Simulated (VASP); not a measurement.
**BaTe: single point with PBE**

Crystal: BaTe.

```xyz
2
Lattice="0.0000 3.6017 3.6017 3.6017 0.0000 3.6017 3.6017 3.6017 0.0000" Properties=species:S:1:pos:R:3 pbc="T T T"
Ba    0.0000    0.0000    0.0000
Te    3.6017    3.6017    3.6017
```

| Quantity | Value |
| --- | --- |
| Program | VASP 6.6.1 |
| Task | single point |
| Functional | PBE |
| Potentials or basis | VASP PAW PBE potentials, release 64 (Ba_sv, Te) |
| Cutoff | 520 eV |
| k mesh | 6 × 6 × 6 |
| Occupations | gaussian, width 0.01 eV |
| Spin | no spin polarisation |
| Dipole correction | no |
| Further INCAR settings | ALGO = Normal; EDIFF = 1e-06; NBANDS = 15 |

```yaml
Pressure: -1.2 GPa
Band_gap_on_the_k_mesh: 1.69 eV (least direct gap 2.06 eV)
```

Levels at points of the mesh, in eV from the valence-band top:
```
           k point  band 4  band 5  band 6  band 7  band 8  band 9  band 10  band 11  band 12  band 13
(0.00, 0.00, 0.00)  -12.39   -9.36    0.00    0.00    0.00    2.59     2.96     2.96     2.96     3.49
(0.50, 0.00, 0.00)  -12.40   -8.84   -2.01   -0.97   -0.97    4.07     4.54     4.69     4.69     6.74
(0.50, 0.50, 0.00)  -12.44   -9.18   -1.09   -0.38   -0.38    1.69     4.28     4.28     5.21     5.44
```

It took 50 s on 1 thread of Intel Xeon 8259CL (shared host), peak memory 0.24 GiB.

Caveat: spin-orbit coupling is left out, which moves the levels of the heavy elements. A k mesh can miss the band edges.
